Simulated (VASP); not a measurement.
CdTe:

```
Cd Te
1.0
     3.34127    0.00000    0.00000
     0.00000    3.34127    0.00000
     0.00000    0.00000    4.77187
Cd Te
1 1
Direct
  0.50000 0.50000 0.50000
  0.00000 0.00000 0.00000
```

| Property | Result |
| --- | --- |
| Program | VASP 6.6.1 |
| Task | relaxation of cell and atoms |
| Functional | PBE |
| Potentials or basis | VASP PAW PBE potentials, release 64 (Cd, Te) |
| Cutoff | 600 eV |
| k mesh | 6 × 6 × 4 |
| Occupations | gaussian, width 0.1 eV |
| Spin | no spin polarisation |

At the start: pressure 1.6 GPa; volume 26.64 Å³/atom.

Question: Where does the relaxation end?

Answer: Over 23 steps the energy falls by 227.1 meV/atom and the volume is 26.79 Å³/atom (+0.6 %); space group P4/mmm (No. 123, to 0.05 Å).

The path:
```
step  energy change (eV)  largest force (eV/Å)  pressure (GPa)  volume (Å³)
   1              0.0000                0.0000            1.62        53.27
   2             -0.0732                0.0000           -0.42        55.34
   3             -0.1138                0.0000           -2.29        58.05
   4             -0.1649                0.0000           -1.24        56.22
   5             -0.1680                0.0000           -0.99        55.81
   6             -0.1688                0.0000           -0.38        54.99
   7             -0.1692                0.0000           -0.21        54.75
   8             -0.1709                0.0000            0.18        54.27
   9             -0.1747                0.0000            1.05        53.30
  10             -0.1965                0.0000            2.92        51.28
  11             -0.2454                0.0000            8.85        46.95
  12              3.9365                0.0000           69.85        37.07
  13             -0.2440                0.0000            9.31        46.70
  14             -0.2517                0.0000            9.52        46.59
  15             -0.2522                0.0000           10.30        46.32
  16             -0.2553                0.0000            9.90        46.45
  17             -0.2673                0.0000            9.57        46.64
  18             -0.3008                0.0000            8.45        47.21
  19             -0.3567                0.0000            6.42        48.37
  20             -0.4283                0.0000            3.00        50.75
  21             -0.4421                0.0000           -1.71        55.72
  22             -0.4541                0.0000           -0.22        53.81
  23             -0.4543                0.0000           -0.05        53.59
```

Final structure:
```
Cd Te
1.0
     4.00978    0.00000    0.00000
     0.00000    4.00978    0.00000
     0.00000    0.00000    3.33285
Cd Te
1 1
Direct
  0.50000 0.50000 0.50000
  0.00000 0.00000 0.00000
```
